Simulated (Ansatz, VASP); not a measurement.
## Two plane-wave programs on BaTiO3

```
CELL_PARAMETERS angstrom
4.01945 0.00000 0.00000
0.00000 4.01945 0.00000
0.00000 0.00000 4.01945
ATOMIC_POSITIONS crystal
Ba 0.00000 0.00000 0.00000
O 0.50000 0.50000 0.00000
O 0.00000 0.50000 0.50000
O 0.50000 0.00000 0.50000
Ti 0.50000 0.50000 0.50000
```

Alike in both runs: task single point; functional r2SCAN; k mesh 8 × 8 × 8; occupations gaussian, width 0.02 eV; no spin polarisation.

|  | VASP | Ansatz |
| --- | --- | --- |
| version | VASP 6.6.1 | Ansatz 0.2.0 |
| potentials or method | VASP PAW PBE potentials, release 64 (Ba_sv, O, Ti_sv), cutoff 660 eV | scalar-relativistic, plane waves, PAW |
| valence electrons in the cell | 40 | 40 |

```csv
,VASP,Ansatz,Ansatz less VASP
gap on the k mesh at the Fermi level (eV),2.11,2.13,+0.025
least direct gap on the mesh (eV),2.27,2.25,-0.022
pressure (GPa),-1.6,-3.3,-1.62
```

VASP's potentials were made for PBE, not for r2SCAN. The functional is the same, so the differences come from potentials, cutoffs and numerics.

Spin-orbit coupling is off throughout.
